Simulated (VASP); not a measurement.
# Ga3P4 (P-43m) in VASP: notebook

Ga3P4 is run at these levels: PBE; tasks: single point, relaxation of the atoms.

Program: VASP 6.6.1. These are calculated values, not measurements. Logs are shortened: lines on timing, memory, paths and dates and some standing lists are left out, and cuts for length are marked.

**1. The cell of the first run**

Symmetry: P-43m, No. 215, cubic system. The conventional cell has a = 5.505 Å, b = 5.505 Å, c = 5.505 Å, α = 90.00°, β = 90.00°, γ = 90.00°. Within 3.2 Å of Ga (site symmetry -42m) lie 4 P at 2.42 Å. Within 3.2 Å of P (site symmetry 3m) lie 3 Ga at 2.42 Å.

**2. Single point, PBE, collinear spin (atoms taken out, then relaxed in part)**

Input file INCAR:

```
  ALGO = Normal
  EDIFF = 1E-6
  ENCUT = 520
  GGA = PE
  ISIF = 2
  ISMEAR = 0
  ISPIN = 2
  LASPH = T
  LCHARG = F
  LORBIT = 11
  LREAL = F
  LWAVE = F
  MAGMOM = 0 0 0 0.25 0.25 0.25 0.25
  NBANDS = 42
  NELECT = 61.0
  NELM = 150
  PREC = Accurate
  SIGMA = 0.01
```

Input file KPOINTS:

```
k-points
0
Gamma
  3 3 3
```

Input file POSCAR:

```
Ga3P4
1.0
    0.0000000000     -5.5051169748      0.0000000000
    0.0000000000      0.0000000000      5.5051169748
   -5.5051169748      0.0000000000      0.0000000000
Ga P
3 4
Direct
    0.5000000000      0.5000000000      1.0000000000
    0.0000000000      0.0000000000      0.0000000000
    0.5000000000      0.0000000000      0.5000000000
    0.2391306878      0.2608693122      0.2608693122
    0.7608693122      0.2608693122      0.7391306878
    0.2391306878      0.7391306878      0.7391306878
    0.7608693122      0.7391306878      0.2608693122
```

Potentials or basis: VASP PAW PBE potentials, release 64 (Ga_d, P).

Started as:

```
> cat potpaw_PBE.64/Ga_d/POTCAR potpaw_PBE.64/P/POTCAR > POTCAR
> mpirun -np 1 vasp_std > vasp.out
```

OUTCAR:

```text
EDIFF = 1E-6
   ENCUT = 520
   GGA = PE
   ISIF = 2
   ISMEAR = 0
   ISPIN = 2
   LASPH = T
   LORBIT = 11
   LREAL = F
   NELECT = 61.0
   NELM = 150
   PREC = Accurate

 ion  position               nearest neighbor table
   1  0.500  0.500  0.000-   4 2.42   5 2.42   6 2.42   7 2.42
   2  0.000  0.000  0.000-   4 2.42   5 2.42   6 2.42   7 2.42
   3  0.500  0.000  0.500-   4 2.42   5 2.42   6 2.42   7 2.42
   4  0.239  0.261  0.261-   1 2.42   2 2.42   3 2.42
   5  0.761  0.261  0.739-   1 2.42   2 2.42   3 2.42
   6  0.239  0.739  0.739-   1 2.42   2 2.42   3 2.42
   7  0.761  0.739  0.261-   1 2.42   2 2.42   3 2.42

  LATTYP: Found a simple cubic cell.
 ALAT       =     5.5051169748

  Lattice vectors:

 A1 = (   0.0000000000,  -5.5051169748,   0.0000000000)
 A2 = (   0.0000000000,   0.0000000000,   5.5051169748)
 A3 = (  -5.5051169748,   0.0000000000,   0.0000000000)

Analysis of symmetry for initial positions (statically):
=====================================================================
 Subroutine PRICEL returns:
 Original cell was already a primitive cell.

 Routine SETGRP: Setting up the symmetry group for a
 simple cubic supercell.

 Subroutine GETGRP returns: Found 24 space group operations
 (whereof  8 operations were pure point group operations)
 out of a pool of 48 trial point group operations.

The static configuration has the point symmetry D_2d.
 The point group associated with its full space group is T_d .

Analysis of symmetry for dynamics (positions and initial velocities):
=====================================================================
 Subroutine PRICEL returns:
 Original cell was already a primitive cell.

 Routine SETGRP: Setting up the symmetry group for a
 simple cubic supercell.

 Subroutine GETGRP returns: Found 24 space group operations
 (whereof  8 operations were pure point group operations)
 out of a pool of 48 trial point group operations.

The dynamic configuration has the point symmetry D_2d.
 The point group associated with its full space group is T_d .

Analysis of structural, dynamic, and magnetic symmetry:
=====================================================================
 Subroutine PRICEL returns:
 Original cell was already a primitive cell.

 Routine SETGRP: Setting up the symmetry group for a
 simple cubic supercell.

[... 127 lines left out ...]
  energy-cutoff  :      520.00
  volume of cell :      166.84
 maximum number of plane-waves:      4500
 NGX is ok and might be reduce to    42
   NGX = 21   NGY = 21   NGZ = 21

 number of electron      60.9999975 magnetization       0.7777840

 Free energy of the ion-electron system (eV)
  ---------------------------------------------------
  ext. energy  EPLUGINS =         0.00000000
  ---------------------------------------------------
  free energy    TOTEN  =       -23.00493085 eV

  energy without entropy =      -23.00327974  energy(sigma->0) =      -23.00410529

 E-fermi :   3.5455     XC(G=0):  -9.3698

 val. band max:        3.4846949941   @ k =   0.3333   0.3333   0.0000
 cond. band min:       3.5465821846   @ k =   0.3333   0.3333   0.3333
 fundamental gap:      0.0618871905
 Fermi energy:         3.5454698325

 spin component 1

 k-point     1 :       0.0000    0.0000    0.0000
  band No.  band energies     occupation
      1     -11.4557      1.00000
      2     -11.4557      1.00000
      3     -11.4557      1.00000
      4     -11.3863      1.00000
      5     -11.3863      1.00000
      6     -11.3863      1.00000
[... 169 lines left out ...]
     41       9.4831      0.00000
     42       9.9124      0.00000
 Fermi energy:         3.5454698325

 spin component 2

 k-point     1 :       0.0000    0.0000    0.0000
  band No.  band energies     occupation
      1     -11.4485      1.00000
      2     -11.4485      1.00000
      3     -11.4485      1.00000
      4     -11.3822      1.00000
      5     -11.3822      1.00000
      6     -11.3822      1.00000
[... 169 lines left out ...]
     41       9.5993      0.00000
     42      10.0041      0.00000

------------------------ aborting loop because EDIFF is reached ----------------------------------------

  FORCE on cell =-STRESS in cart. coord.  units (eV):
  Direction    XX          YY          ZZ          XY          YZ          ZX
  --------------------------------------------------------------------------------------
  -------------------------------------------------------------------------------------
  Total       12.3802874     12.3802874     12.3802874      0.0000000     -0.0000000      0.0000000
  in kB      118.8889948    118.8889948    118.8889948      0.0000000     -0.0000000      0.0000000
  external PRESSURE =     118.8889948 kB  Pullay stress =       0.0000000 kB

 VOLUME and BASIS-vectors are now :
 -----------------------------------------------------------------------------
  energy-cutoff  :      520.00
  volume of cell :      166.84
      direct lattice vectors                 reciprocal lattice vectors
     0.000000000 -5.505116975  0.000000000     0.000000000 -0.181649183  0.000000000
     0.000000000  0.000000000  5.505116975     0.000000000  0.000000000  0.181649183
    -5.505116975  0.000000000  0.000000000    -0.181649183  0.000000000  0.000000000

 POSITION                                       TOTAL-FORCE (eV/Angst)
 -----------------------------------------------------------------------------------
      0.00000     -2.75256      2.75256        -0.000000     -0.000000      0.000000
      0.00000      0.00000      0.00000        -0.000000     -0.000000      0.000000
     -2.75256     -2.75256      0.00000        -0.000000     -0.000000      0.000000
     -1.43612     -1.31644      1.43612         0.038360     -0.038360     -0.038360
     -4.06900     -4.18867      1.43612        -0.038360      0.038360     -0.038360
     -4.06900     -1.31644      4.06900        -0.038360     -0.038360      0.038360
     -1.43612     -4.18867      4.06900         0.038360      0.038360      0.038360
 -----------------------------------------------------------------------------------
    total drift:                               -0.000000     -0.000000      0.000000

  FREE ENERGIE OF THE ION-ELECTRON SYSTEM (eV)
  ---------------------------------------------------
  free  energy   TOTEN  =       -23.0049308529 eV

  energy  without entropy=      -23.0032797367  energy(sigma->0) =      -23.00410529

 total charge

# of ion       s       p       d       tot
------------------------------------------
    1        0.891   0.832  10.006  11.729
    2        0.891   0.832  10.006  11.729
    3        0.891   0.832  10.006  11.729
    4        1.065   1.476   0.000   2.541
    5        1.065   1.476   0.000   2.541
    6        1.065   1.476   0.000   2.541
    7        1.065   1.476   0.000   2.541
--------------------------------------------------
tot          6.933   8.402  30.019  45.353

 magnetization (x)

# of ion       s       p       d       tot
------------------------------------------
    1       -0.003   0.005   0.006   0.008
    2       -0.003   0.005   0.006   0.008
    3       -0.003   0.005   0.006   0.008
    4        0.006   0.091   0.000   0.097
    5        0.006   0.091   0.000   0.097
    6        0.006   0.091   0.000   0.097
    7        0.006   0.091   0.000   0.097
--------------------------------------------------
tot          0.013   0.381   0.019   0.413
```

OSZICAR:

```text
N       E                     dE             d eps       ncg     rms          rms(c)
DAV:   1     0.518412875559E+03    0.51841E+03   -0.27299E+04   732   0.196E+03
DAV:   2     0.560203273468E+02   -0.46239E+03   -0.43817E+03   720   0.522E+02
DAV:   3    -0.194479303117E+02   -0.75468E+02   -0.72773E+02   816   0.152E+02
DAV:   4    -0.239493545034E+02   -0.45014E+01   -0.44187E+01   800   0.377E+01
DAV:   5    -0.241202227386E+02   -0.17087E+00   -0.17055E+00   888   0.684E+00    0.776E+00
DAV:   6    -0.230425183187E+02    0.10777E+01   -0.23180E+00   792   0.105E+01    0.452E+00
DAV:   7    -0.229986232615E+02    0.43895E-01   -0.77189E-01   858   0.334E+00    0.229E+00
DAV:   8    -0.230045236344E+02   -0.59004E-02   -0.10862E-01   886   0.319E+00    0.474E-01
DAV:   9    -0.230043593547E+02    0.16428E-03   -0.13972E-02   884   0.127E+00    0.219E-01
DAV:  10    -0.230044897916E+02   -0.13044E-03   -0.21572E-03  1032   0.401E-01    0.103E-01
DAV:  11    -0.230047516981E+02   -0.26191E-03   -0.52993E-04   718   0.140E-01    0.506E-02
DAV:  12    -0.230049104769E+02   -0.15878E-03   -0.14695E-04   752   0.548E-02    0.254E-02
DAV:  13    -0.230049237491E+02   -0.13272E-04   -0.11117E-05   816   0.166E-02    0.960E-03
DAV:  14    -0.230049302288E+02   -0.64798E-05   -0.80398E-06   640   0.153E-02    0.545E-03
DAV:  15    -0.230049308529E+02   -0.62405E-06   -0.14525E-06   616   0.509E-03
   1 F= -.23004931E+02 E0= -.23004105E+02  d E =-.165112E-02  mag=     0.7778
```

stdout:

```text
POSCAR found type information on POSCAR GaP
 POSCAR found :  2 types and       7 ions
 scaLAPACK will be used
 LDA part: xc-table for (Slater+PW92), standard interpolation
 POSCAR, INCAR and KPOINTS ok, starting setup
 FFT: planning ... GRIDC
 FFT: planning ... GRID_SOFT
 FFT: planning ... GRID
 WAVECAR not read
 entering main loop
 the old and the new charge density differ
 old charge density:    59.00000 new   61.00000
    0.776E+00
```

Run time: 2 min. Hardware: 1 thread of AMD EPYC 7R13, shared host; peak memory 0.28 GiB.

What came out:

| Item | Value |
| --- | --- |
| Free energy | -23.0049 eV |
| Largest force | 0.066 eV/Å |
| Net moment | 0.78 μB per cell |
| Site moments | Ga +0.01; P +0.10 μB |
| Valence electrons inside the program's atomic spheres | Ga 11.73; P 2.54 |

Forces on the atoms (eV/Å):
```
Ga   0.000  0.000  0.000
Ga   0.000  0.000  0.000
Ga   0.000  0.000  0.000
P    0.038 -0.038 -0.038
P   -0.038  0.038 -0.038
P   -0.038 -0.038  0.038
P    0.038  0.038  0.038
```

Levels at points of the mesh, in eV from the Fermi level:
Spin up:
| k point | band 28 | band 29 | band 30 | band 31 | band 32 | band 33 | band 34 | band 35 |
| --- | --- | --- | --- | --- | --- | --- | --- | --- |
| (0.00, 0.00, 0.00) | -1.84 | 0.19 | 0.19 | 0.19 | 1.42 | 1.43 | 1.43 | 1.76 |
Spin down:
| k point | band 26 | band 27 | band 28 | band 29 | band 30 | band 31 | band 32 | band 33 |
| --- | --- | --- | --- | --- | --- | --- | --- | --- |
| (0.00, 0.00, 0.00) | -1.69 | -1.69 | -1.69 | 0.39 | 0.39 | 0.39 | 1.49 | 1.49 |

Caveat: the k points lie up to 0.38 Å⁻¹ apart; the cell carries a net charge on a neutralising background, which shifts energy and pressure; the cell differs from its parent crystal (atoms taken out, then relaxed in part); the cell is charged against a uniform background, so pressure and absolute levels hang on convention; a moment this small can come from the mesh or the smearing.

**3. Single point, PBE, collinear spin (atoms taken out, then relaxed in part)**

Input file INCAR:

```
SYSTEM = Ga3P4
ALGO = Normal
EDIFF = 1E-6
ENCUT = 520
GGA = PE
ISIF = 2
ISMEAR = 0
ISPIN = 2
LASPH = .TRUE.
LCHARG = .FALSE.
LORBIT = 11
LREAL = .FALSE.
LWAVE = .FALSE.
MAGMOM = 0 0 0 0.75 0.75 0.75 0.75
NBANDS = 42
NELECT = 61.0
NELM = 150
PREC = Accurate
SIGMA = 0.01
```

Input file KPOINTS:

```
k-points
0
G
  3 3 3
  0 0 0
```

Input file POSCAR:

```
Ga3P4
1.0
    0.0000000000     -5.5051169748      0.0000000000
    0.0000000000      0.0000000000      5.5051169748
   -5.5051169748      0.0000000000      0.0000000000
Ga P
3 4
Direct
    0.5000000000      0.5000000000      1.0000000000
    0.0000000000      0.0000000000      0.0000000000
    0.5000000000      0.0000000000      0.5000000000
    0.2404555476      0.2595444524      0.2595444524
    0.7595444524      0.2595444524      0.7404555476
    0.2404555476      0.7404555476      0.7404555476
    0.7595444524      0.7404555476      0.2595444524
```

Potentials or basis: VASP PAW PBE potentials, release 64 (Ga_d, P).

Started as:

```
> cat potpaw_PBE.64/Ga_d/POTCAR potpaw_PBE.64/P/POTCAR > POTCAR
> mpirun -np 1 vasp_std > vasp.out
```

Run time: 2.3 min. Hardware: 1 thread of AMD EPYC 7R13, shared host; peak memory 0.29 GiB.

It converged, with:

```yaml
Free_energy: -23.0063 eV
Largest_force: 0.013 eV/Å
Net_moment: 0.78 μB per cell
Site_moments: Ga +0.01; P +0.10 μB
Valence_electrons_inside_the_program's_atomic_spheres: Ga 11.73; P 2.54
```

Forces on the atoms (eV/Å):
```
Ga   0.000  0.000  0.000
Ga   0.000  0.000  0.000
Ga   0.000  0.000  0.000
P   -0.007  0.007  0.007
P    0.007 -0.007  0.007
P    0.007  0.007 -0.007
P   -0.007 -0.007 -0.007
```

Levels at points of the mesh, in eV from the Fermi level:
Spin up:
| k point | band 28 | band 29 | band 30 | band 31 | band 32 | band 33 | band 34 | band 35 |
| --- | --- | --- | --- | --- | --- | --- | --- | --- |
| (0.00, 0.00, 0.00) | -1.87 | 0.19 | 0.19 | 0.19 | 1.39 | 1.45 | 1.45 | 1.74 |
Spin down:
| k point | band 25 | band 26 | band 27 | band 28 | band 29 | band 30 | band 31 | band 32 | band 33 | band 34 |
| --- | --- | --- | --- | --- | --- | --- | --- | --- | --- | --- |
| (0.00, 0.00, 0.00) | -2.81 | -1.72 | -1.72 | -1.72 | 0.38 | 0.38 | 0.38 | 1.50 | 1.51 | 1.51 |

Caveat: the k points lie up to 0.38 Å⁻¹ apart; the cell carries a net charge on a neutralising background, which shifts energy and pressure; the cell differs from its parent crystal (atoms taken out, then relaxed in part); the cell is charged against a uniform background, so pressure and absolute levels hang on convention; a moment this small can come from the mesh or the smearing.

(Continued in part 2 of 2.)
